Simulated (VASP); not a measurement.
Wanted: the native input for a VASP 6.6.1 run.

```yaml
Task: relaxation of cell and atoms
Functional: PBE
Potentials_or_basis: VASP PAW PBE potentials, release 64 (Fe, S)
Cutoff: 600 eV
k_mesh: 6 × 4 × 8
Occupations: fermi-dirac, width 0.02 eV
Spin: no spin polarisation
Dipole_correction: no
Further_INCAR_settings: ALGO = Normal; EDIFF = 1e-07; IBRION = 2; EDIFFG = -0.005; NSW = 80; ISIF = 3
```

The structure of FeS2 lies in POSCAR:

```
FeS2
1.0
    4.4256248700      0.0000000000      0.0000000000
    0.0000000000      5.3965282200      0.0000000000
    0.0000000000      0.0000000000      3.3776981700
Fe S
2 4
Direct
    0.5000000000      0.5000000000      0.5000000000
    0.0000000000      0.0000000000      0.0000000000
    0.2995928100      0.8781846700      0.5000000000
    0.7004071900      0.1218153300      0.5000000000
    0.2004071900      0.3781846700      0.0000000000
    0.7995928100      0.6218153300      0.0000000000
```

The input as run:

INCAR

```
SYSTEM = FeS2
PREC = Accurate ; ENCUT = 600
EDIFF = 1E-7 ; ISMEAR = -1
SIGMA = 0.02 ; LREAL = .FALSE.
LASPH = .TRUE. ; NELM = 120
ALGO = Normal ; ISIF = 3
LWAVE = .FALSE. ; LCHARG = .FALSE.
GGA = PE ; IBRION = 2
NSW = 80 ; EDIFFG = -0.005
GGA_COMPAT = .FALSE. ; NELMIN = 4
```

KPOINTS

```
regular mesh
0
G
  6 4 8
  0 0 0
```

Potentials or basis: VASP PAW PBE potentials, release 64 (Fe, S).

Command:

```sh
$ cat potpaw_PBE.64/Fe/POTCAR potpaw_PBE.64/S/POTCAR > POTCAR
$ mpirun -np 1 vasp_std > vasp.out
```

It gave:

```json
{
 "Relaxed volume": "13.57 Å³/atom",
 "Relaxed cell": "a = 4.437 Å, b = 5.412 Å, c = 3.391 Å, α = 90.00°, β = 90.00°, γ = 90.00°",
 "Space group after relaxing (to 0.1 Å)": "Pnnm (No. 58)",
 "Energy gained by relaxing": "2.8 meV/atom",
 "Ionic steps": "8",
 "Pressure after relaxing": "0.0 GPa",
 "Band gap on the k mesh": "0.88 eV (least direct gap 1.19 eV)"
}
```

Wall time 6 min on 1 thread of Intel(R) Xeon(R) 6975P-C (Granite Rapids), on a shared host, peak memory 0.29 GiB.
